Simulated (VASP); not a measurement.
A run of VASP 6.6.1:

POSCAR

```
WS2
1.0
    1.5601972556      0.9007803055      5.8413922709
   -1.5601972556      0.9007803055      5.8413922709
    0.0000000000     -1.8015606110      5.8413922709
W S
1 2
Direct
    0.0006393566      0.0006393566      0.0006393566
    0.2445139228      0.2445139228      0.2445139228
    0.4235467206      0.4235467206      0.4235467206
```

INCAR.step1

```
SYSTEM = WS2
PREC = Accurate ; ENCUT = 520
EDIFF = 1E-6 ; ISMEAR = 0
SIGMA = 0.02 ; LREAL = .False.
LASPH = .True. ; NELM = 100
ALGO = Normal ; ISIF = 2
LWAVE = .False. ; LCHARG = .True.
LMAXMIX = 4 ; GGA = PS
IVDW = 12 ; NBANDS = 20
```

File KPOINTS.step1:

```
Automatic mesh
0
Gamma
  12 12 12
  0 0 0
```

Contents of INCAR.step2:

```
SYSTEM = WS2
PREC = Accurate ; ENCUT = 520
EDIFF = 1E-6 ; ISMEAR = -5
SIGMA = 0.02 ; LREAL = .False.
LASPH = .True. ; NELM = 100
ALGO = Normal ; ISIF = 2
LWAVE = .False. ; LCHARG = .False.
LMAXMIX = 4 ; GGA = PS
IVDW = 12 ; LORBIT = 11
NEDOS = 1001 ; ICHARG = 11
```

KPOINTS.step2

```
Automatic mesh
0
Gamma
  18 18 18
  0 0 0
```

Potentials or basis: VASP PAW PBE potentials, release 64 (W_sv, S).

Run with:

```sh
$ cat potpaw_PBE.64/W_sv/POTCAR potpaw_PBE.64/S/POTCAR > POTCAR
$ cp INCAR.step1 INCAR
$ cp KPOINTS.step1 KPOINTS
$ mpirun -np 1 vasp_std > vasp.out
$ cp INCAR.step2 INCAR
$ cp KPOINTS.step2 KPOINTS
$ mpirun -np 1 vasp_std > vasp.out
```

Hardware: 1 thread of AMD EPYC 9R45 96-Core Processor (Zen 5), with other jobs on the host.

Question: Estimate the wall time of this run.

Answer: Wall time 18 min on 1 thread of AMD EPYC 9R45 96-Core Processor (Zen 5) (shared host), peak memory 0.66 GiB. Counts: k points 580.
